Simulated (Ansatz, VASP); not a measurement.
**Al2Cu in VASP and in Ansatz**

INCAR

```
SYSTEM = Al2Cu
PREC     = Accurate       ! precision mode
ENCUT    = 520            ! plane-wave cutoff, eV
EDIFF    = 1E-7           ! SCF threshold, eV
ISMEAR   = 0              ! smearing method
SIGMA    = 0.15           ! smearing width, eV
LREAL    = .FALSE.        ! projectors in reciprocal space
LASPH    = .TRUE.         ! aspherical terms in the spheres
NELM     = 100            ! most SCF steps
ALGO     = Fast           ! electronic algorithm
ISIF     = 2              ! what is computed and relaxed
LWAVE    = .FALSE.        ! write WAVECAR
LCHARG   = .TRUE.         ! write CHGCAR
GGA      = PS             ! functional
LELF     = .TRUE.         ! ELF
LVHAR    = .TRUE.       
NBANDS   = 16             ! bands
```

The input KPOINTS:

```
regular mesh
0
G
  12 12 16
  0 0 0
```

File POSCAR:

```
Al2Cu
1.0
    4.2066973624      0.0000000000      0.0000000000
    0.0000000000      4.2066973624      0.0000000000
    0.0000000000      0.0000000000      2.8036988300
Al Cu
2 1
Direct
    0.5000000000      0.0000000000      0.5000000000
    0.0000000000      0.5000000000      0.5000000000
    0.0000000000      0.0000000000      0.0000000000
```

Input for Ansatz:

```yaml
crystal:
  lattice:
    - [4.2066973624, 0.0, 0.0]
    - [0.0, 4.2066973624, 0.0]
    - [0.0, 0.0, 2.80369883]
  atoms:
    - { symbol: Al, position: [0.5, 0.0, 0.5] }
    - { symbol: Al, position: [0.0, 0.5, 0.5] }
    - { symbol: Cu, position: [0.0, 0.0, 0.0] }
basis:
  ecutwfc: 420
kpoints:
  mp_grid: { grid: [12, 12, 16] }
hamiltonian:
  xc: pbesol
scf:
  occupations: { method: gaussian, width: 0.15 }
output:
  forces: true
  stress: true
  eigenvalues: true
```

Change from the starting cell: strain +0.030 along x and y, -0.015 along z, atoms carried along.

Alike in both runs: task single point; functional PBEsol; k mesh 12 × 12 × 16; occupations gaussian, width 0.15 eV; no spin polarisation.

|  | VASP | Ansatz |
| --- | --- | --- |
| version | VASP 6.6.1 | Ansatz 0.2.0 |
| potentials or method | VASP PAW PBE potentials, release 64 (Al, Cu), cutoff 520 eV | scalar-relativistic, plane waves, PAW |
| valence electrons in the cell | 17 | 25 |

|  | VASP | Ansatz | Ansatz less VASP |
| --- | --- | --- | --- |
| gap on the k mesh at the Fermi level (eV) | none | none | - |
| pressure (GPa) | -3.7 | -3.6 | +0.17 |
| traceless stress, the component that is largest in VASP (GPa) | 2.25 | 2.26 | +0.018 |

VASP's potentials were made for PBE, not for PBEsol. A gap of «none» marks a metal or a gap that the smearing closes. VASP's potentials hold 17 valence electrons a cell and Ansatz's 25, so a difference there can come from the potentials and not from the codes.
